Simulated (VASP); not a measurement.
Set up this calculation in VASP 6.6.1, as the native input.

| Item | Value |
| --- | --- |
| Task | single point |
| Functional | LDA |
| Potentials or basis | VASP PAW LDA potentials, release 64 (Sn_d, O) |
| Cutoff | 520 eV |
| k mesh | 7 × 7 × 6 |
| Occupations | fermi-dirac, width 0.05 eV |
| Spin | no spin polarisation |
| Dipole correction | no |
| Further INCAR settings | ALGO = Normal; EDIFF = 1e-06; NBANDS = 28 |

The structure of SnO lies in POSCAR:

```
SnO
1.0
    3.7621524798      0.0000000000      0.0000000000
    0.0000000000      3.7621524798      0.0000000000
    0.0000000000      0.0000000000      4.8208658347
Sn O
2 2
Direct
    0.5000000000      0.0000000000      0.7646261400
    0.0000000000      0.5000000000      0.2353738600
    0.0000000000      0.0000000000      0.0000000000
    0.5000000000      0.5000000000      0.0000000000
```

This cell differs from its parent crystal: volume scaled by 0.96.

The input as run:

INCAR

```
ALGO = Normal
EDIFF = 1E-6
ENCUT = 520
ISIF = 2
ISMEAR = -1
LASPH = T
LCHARG = F
LREAL = F
LWAVE = F
NBANDS = 28
NELM = 60
PREC = Accurate
SIGMA = 0.05
```

KPOINTS

```
k-points
0
Gamma
  7 7 6
```

Potentials or basis: VASP PAW LDA potentials, release 64 (Sn_d, O).

Run with:

```bash
$ cat potpaw_LDA.64/Sn_d/POTCAR potpaw_LDA.64/O/POTCAR > POTCAR
$ mpirun -np 1 vasp_std > vasp.out
```

It gave:

The pressure is 1.0 GPa and the largest force is 0.460 eV/Å. The band gap on the k mesh is 0.31 eV, indirect (least direct gap 1.95 eV).

Caveat: spin-orbit coupling is left out, which moves the levels of the heavy elements.

It took 25 s on 1 thread of Intel(R) Xeon(R) 6975P-C (Granite Rapids) (shared host), peak memory 0.19 GiB.
